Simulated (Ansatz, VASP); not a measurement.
# Two plane-wave programs on BP

INCAR

```
SYSTEM = BP
PREC = Accurate ; ENCUT = 500
EDIFF = 1E-6 ; ISMEAR = 0
SIGMA = 0.1 ; LREAL = .False.
LASPH = .True. ; NELM = 120
ALGO = Normal ; ISIF = 2
LWAVE = .False. ; LCHARG = .False.
GGA = PS ; NBANDS = 11
GGA_COMPAT = .False.
```

The input KPOINTS:

```
Automatic mesh
0
Gamma
  6 6 6
  0 0 0
```

The input POSCAR:

```
BP
1.0
    0.0000000000      2.2690000000      2.2690000000
    2.2690000000      0.0000000000      2.2690000000
    2.2690000000      2.2690000000      0.0000000000
B P
1 1
Direct
    0.0000000000      0.0000000000      0.0000000000
    0.2500000000      0.2500000000      0.2500000000
```

Input for Ansatz:

```yaml
crystal:
  lattice:
    - [0.0, 2.269, 2.269]
    - [2.269, 0.0, 2.269]
    - [2.269, 2.269, 0.0]
  atoms:
    - { symbol: B, position: [0.0, 0.0, 0.0] }
    - { symbol: P, position: [0.25, 0.25, 0.25] }
basis:
  ecutwfc: 420
kpoints:
  mp_grid: { grid: [6, 6, 6] }
hamiltonian:
  xc: pbesol
  pseudopotentials: { kind: paw, azcp: { folder: soft_1 } }
scf:
  occupations: { method: gaussian, width: 0.1 }
output:
  forces: true
  stress: true
  eigenvalues: true
```

Alike in both runs: task single point; functional PBEsol; k mesh 6 × 6 × 6; occupations gaussian, width 0.1 eV; no spin polarisation.

```csv
,VASP,Ansatz
version,VASP 6.6.1,Ansatz 0.2.0
potentials or method,"VASP PAW PBE potentials, release 64 (B, P), cutoff 500 eV","scalar-relativistic, plane waves, PAW"
valence electrons in the cell,8,8
```

```csv
,VASP,Ansatz,Ansatz less VASP
gap on the k mesh at the Fermi level (eV),1.22,1.22,+0.002
least direct gap on the mesh (eV),3.35,3.36,+0.005
pressure (GPa),-1.7,-1.8,-0.11
```

VASP's potentials were made for PBE, not for PBEsol, and Ansatz warns of the same on its side.
